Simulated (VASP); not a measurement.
**Rb: single point with PBE**

The system is Rb.

```
Rb
1.0
    -2.83590    2.83590    2.83590
     2.83590   -2.83590    2.83590
     2.83590    2.83590   -2.83590
Rb
1
Cartesian
  0.0000 0.0000 0.0000
```

```yaml
Program: VASP 6.6.1
Task: single point
Functional: PBE
Potentials_or_basis: VASP PAW PBE potentials, release 64 (Rb_sv)
Cutoff: 520 eV
k_mesh: 10 × 10 × 10
Occupations: fermi-dirac, width 0.1 eV
Spin: no spin polarisation
Dipole_correction: no
k_mesh_for_the_DOS: 15 × 15 × 15
Occupations_for_the_DOS: tetrahedron
Further_INCAR_settings: ALGO = Normal; EDIFF = 1e-07
```

The valence electrons inside the program's atomic spheres are Rb 7.29.

Levels at points of the mesh, in eV from the Fermi level:
| k point | band 1 | band 2 | band 3 | band 4 | band 5 | band 6 | band 7 | band 8 |
| --- | --- | --- | --- | --- | --- | --- | --- | --- |
| (0.00, 0.00, 0.00) | -28.92 | -12.96 | -12.96 | -12.96 | -1.99 | 3.66 | 3.66 | 3.66 |

Run time: 76 s on 1 thread of Intel(R) Xeon(R) Platinum 8488C (Sapphire Rapids) (shared host), peak memory 0.27 GiB.
